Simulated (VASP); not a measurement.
# Ag (Fm-3m) in VASP: relaxation of cell and atoms with PBE

Aim: the relaxation of cell and atoms of Ag with PBE.

Program: VASP 6.6.1. These are calculated values, not measurements. Logs are shortened: lines on timing, memory, paths and dates and some standing lists are left out, and cuts for length are marked.

## 1. The cell of the first run

It takes space group Fm-3m (No. 225, cubic). The conventional cell has a = 4.148 Å, b = 4.148 Å, c = 4.148 Å, α = 90.00°, β = 90.00°, γ = 90.00°. Ag (site symmetry m-3m) has 12 Ag at 2.93 Å within 3.9 Å.

## 2. Relaxation of cell and atoms, PBE

Contents of INCAR:

```
ALGO = Fast
EDIFF = 1E-6
EDIFFG = -0.001
ENCUT = 600
GGA = PE
IBRION = 2
ISIF = 3
ISMEAR = -1
LASPH = True
LCHARG = False
LREAL = False
LWAVE = False
NELM = 80
NSW = 80
PREC = Accurate
SIGMA = 0.15
```

Contents of KPOINTS:

```
k-points
0
Gamma
  18 18 18
```

Contents of POSCAR:

```
Ag
1.0
    0.0000000000      2.0740987789      2.0740987789
    2.0740987789      0.0000000000      2.0740987789
    2.0740987789      2.0740987789      0.0000000000
Ag
1
Direct
    0.0000000000      0.0000000000      0.0000000000
```

Potentials or basis: VASP PAW PBE potentials, release 64 (Ag).

Started as:

```sh
$ cat potpaw_PBE.64/Ag/POTCAR > POTCAR
$ mpirun -np 1 vasp_std > vasp.out
```

OUTCAR:

```text
EDIFF = 1E-6
   EDIFFG = -0.001
   ENCUT = 600
   GGA = PE
   IBRION = 2
   ISIF = 3
   ISMEAR = -1
   LASPH = True
   LREAL = False
   NELM = 80
   NSW = 80
   PREC = Accurate

 ion  position               nearest neighbor table
   1  0.000  0.000  0.000-

  LATTYP: Found a face centered cubic cell.
 ALAT       =     4.1481975578

  Lattice vectors:

 A1 = (   0.0000000000,   2.0740987789,   2.0740987789)
 A2 = (   2.0740987789,   0.0000000000,   2.0740987789)
 A3 = (   2.0740987789,   2.0740987789,   0.0000000000)

Analysis of symmetry for initial positions (statically):
=====================================================================
 Subroutine PRICEL returns:
 Original cell was already a primitive cell.

 Routine SETGRP: Setting up the symmetry group for a
 face centered cubic supercell.

 Subroutine GETGRP returns: Found 48 space group operations
 (whereof 48 operations were pure point group operations)
 out of a pool of 48 trial point group operations.

The static configuration has the point symmetry O_h .

Analysis of symmetry for dynamics (positions and initial velocities):
=====================================================================
 Subroutine PRICEL returns:
 Original cell was already a primitive cell.

 Routine SETGRP: Setting up the symmetry group for a
 face centered cubic supercell.

 Subroutine GETGRP returns: Found 48 space group operations
 (whereof 48 operations were pure point group operations)
 out of a pool of 48 trial point group operations.

The dynamic configuration has the point symmetry O_h .

 Subroutine INISYM returns: Found 48 space group operations
 (whereof 48 operations are pure point group operations),
 and found     1 'primitive' translations

----------------------------------------------------------------------------------------

                                     Primitive cell

  volume of cell :      17.8451

  direct lattice vectors                    reciprocal lattice vectors
     0.000000000  2.074098779  2.074098779    -0.241068557  0.241068557  0.241068557
     2.074098779  0.000000000  2.074098779     0.241068557 -0.241068557  0.241068557
     2.074098779  2.074098779  0.000000000     0.241068557  0.241068557 -0.241068557

  length of vectors
     2.933218623  2.933218623  2.933218623     0.417542989  0.417542989  0.417542989

[... 88 lines left out ...]
   PSTRESS=    0.0 pullay stress
   NELECT =      11.0000    total number of electrons
   NUPDOWN=      -1.0000    fix difference up-down
   EMIN   =  10.00;   EMAX   =-10.00  energy-range for DOS
   EFERMI =   0.00;   METHOD = LEGACY
   ISMEAR =    -1;   SIGMA  =   0.15  broadening in eV -4-tet -1-fermi 0-gaus
   EFERMI_NEDOS =   21; number of points for ismear=-14 and -15
   IALGO  =     68    algorithm
   IMIX   =      4    mixing-type and parameters
     AMIX     =   0.40;   BMIX     =  1.00
     AMIX_MAG =   1.60;   BMIX_MAG =  1.00
  volume/ion in A,a.u.               =      17.85       120.42
  Fermi-wavevector in a.u.,A,eV,Ry     =   1.393263  2.632884 26.411364  1.941180
  Thomas-Fermi vector in A             =   2.516926
   LORBIT       =      0    0 simple, 1 ext, 2 COOP (PROOUT), +10 PAW based schemes
   GGA     = PE    functional components
   LHFCALC =     F    Hartree Fock is set to
   AEXX    =    0.0000 exact exchange contribution
   IVDW    =     0    specifies the selected vdW correction
   LEPSILON=     F    determine dielectric tensor
   LRPA    =     F    only Hartree local field effects (RPA)
 conjugate gradient relaxation of ions
 non-spin polarized calculation
 RMM-DIIS sequential band-by-band and
  energy-cutoff  :      600.00
  volume of cell :       17.85
 maximum number of plane-waves:       609
   NGX = 11   NGY = 11   NGZ = 11

--------------------------------------- Ionic step        1  -------------------------------------------

 number of electron      11.0000000 magnetization

 Free energy of the ion-electron system (eV)
  ---------------------------------------------------
  ext. energy  EPLUGINS =         0.00000000
  ---------------------------------------------------
  free energy    TOTEN  =        -2.72867442 eV

  energy without entropy =       -2.71018874  energy(sigma->0) =       -2.71943158

------------------------ aborting loop because EDIFF is reached ----------------------------------------

  FORCE on cell =-STRESS in cart. coord.  units (eV):
  Direction    XX          YY          ZZ          XY          YZ          ZX
  --------------------------------------------------------------------------------------
  -------------------------------------------------------------------------------------
  Total       -0.0068855     -0.0068855     -0.0068855     -0.0000000     -0.0000000     -0.0000000
  in kB       -0.6181951     -0.6181951     -0.6181951     -0.0000000     -0.0000000     -0.0000000
  external PRESSURE =      -0.6181951 kB  Pullay stress =       0.0000000 kB
[... 127 lines left out ...]
--------------------------------------- Ionic step        5  -------------------------------------------

 number of electron      11.0000000 magnetization

 Free energy of the ion-electron system (eV)
  ---------------------------------------------------
  ext. energy  EPLUGINS =         0.00000000
  ---------------------------------------------------
  free energy    TOTEN  =        -2.72868338 eV

  energy without entropy =       -2.71021473  energy(sigma->0) =       -2.71944905

 E-fermi :   7.8443     XC(G=0): -11.9482

 val. band max:        7.7693039661   @ k =   0.5000   0.1667   0.0556
 cond. band min:       7.9097739009   @ k =   0.5000   0.3333   0.1111
 fundamental gap:      0.1404699348
 Fermi energy:         7.8442868726

 k-point     1 :       0.0000    0.0000    0.0000
  band No.  band energies     occupation
      1       0.3824      2.00000
      2       3.1794      2.00000
      3       3.1794      2.00000
      4       3.1794      2.00000
      5       4.1349      2.00000
      6       4.1349      2.00000
      7      23.7529      0.00000
      8      27.0703      0.00000
      9      27.0703      0.00000
[... 265 lines left out ...]
 k-point    24 :      -0.2222    0.0556    0.0000
  band No.  band energies     occupation
      1       1.7433      2.00000
      2       3.2042      2.00000
      3       3.4069      2.00000
      4       3.4338      2.00000
      5       4.0939      2.00000
      6       4.4370      2.00000
      7      19.0588      0.00000
      8      23.8127      0.00000
      9      26.0282      0.00000

 [... further k-points ...]
[... 5 lines left out ...]
  --------------------------------------------------------------------------------------
  -------------------------------------------------------------------------------------
  Total        0.0004471      0.0004471      0.0004471      0.0000000     -0.0000000     -0.0000000
  in kB        0.0402017      0.0402017      0.0402017      0.0000000     -0.0000000     -0.0000000
  external PRESSURE =       0.0402017 kB  Pullay stress =       0.0000000 kB
[... 16 lines left out ...]
  FREE ENERGIE OF THE ION-ELECTRON SYSTEM (eV)
  ---------------------------------------------------
  free  energy   TOTEN  =        -2.7286833753 eV

  energy  without entropy=       -2.7102147305  energy(sigma->0) =       -2.71944905

 reached required accuracy - stopping structural energy minimisation
```

CONTCAR:

```text
Ag
   1.00000000000000
    -0.0000000000000000    2.0731343822991084    2.0731343822991084
     2.0731343822991084   -0.0000000000000000    2.0731343822991084
     2.0731343822991084    2.0731343822991084    0.0000000000000000
  Ag
     1
Direct
     0.0000000000000000    0.0000000000000000    0.0000000000000000

  0.00000000E+00  0.00000000E+00  0.00000000E+00
```

It took 33 s on 1 thread of Intel Xeon Platinum 8488C (Sapphire Rapids), shared host; peak memory 0.17 GiB.

Results:

| Quantity | Value |
| --- | --- |
| Free energy | -2.7287 eV |
| Relaxed volume | 17.82 Å³/atom |
| Relaxed cell | a = 2.932 Å, b = 2.932 Å, c = 2.932 Å, α = 60.00°, β = 60.00°, γ = 60.00° |
| Space group after relaxing (to 0.05 Å) | Fm-3m (No. 225) |
| Energy gained by relaxing | 0.0 meV/atom |
| Ionic steps | 5 |
| Pressure after relaxing | 0.0 GPa |

Final structure:
```
Ag
1.0
     0.00000    2.07313    2.07313
     2.07313    0.00000    2.07313
     2.07313    2.07313    0.00000
Ag
1
Direct
  0.00000 0.00000 0.00000
```

Levels at points of the mesh, in eV from the Fermi level:
```tsv
k point	band 3	band 4	band 5	band 6	band 7	band 8	band 9
(0.00, 0.00, 0.00)	-4.66	-4.66	-3.71	-3.71	15.91	19.23	19.23
(0.50, 0.00, 0.00)	-4.68	-2.97	-2.97	-0.29	3.35	15.14	17.40
(0.50, 0.50, 0.00)	-3.00	-2.78	-2.78	1.63	6.39	10.43	10.43
```
